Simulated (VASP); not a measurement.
Runs of VASP 6.6.1 on ZnS. The structure is that of space group F-43m (No. 216), or close to it. The cells are those of the table. 

| cell | gap on the mesh (eV) | pressure (GPa) |
| --- | --- | --- |
| a = 3.820, b = 3.820, c = 3.811 Å, angles 60.1, 60.1, 59.8°, 2 atoms | 2.68 | -0.4 |
| a = 3.830 Å, angles 60.0°, 2 atoms | (a) | -1.1 |
| a = 3.801, b = 3.801, c = 3.811 Å, angles 59.9, 59.9, 60.2°, 2 atoms | (b) | 0.4 |
| a = 3.792 Å, angles 60.0°, 2 atoms | 2.78 | 1.2 |
| a = 3.811 Å, angles 60.0°, 2 atoms | 2.71 | 0.0 |

Alike in all rows: task single point; level r2SCAN; potentials or basis VASP PAW PBE potentials, release 64 (Zn, S); no spin polarisation; k mesh 8 × 8 × 8; cutoff (eV) 520; smearing gaussian 0.01 eV.

Task: Estimate the missing entries.

Result: (a) 2.64; (b) 2.72.

Caveats: the PAW data sets were made with another functional, which shifts forces and pressure a little.

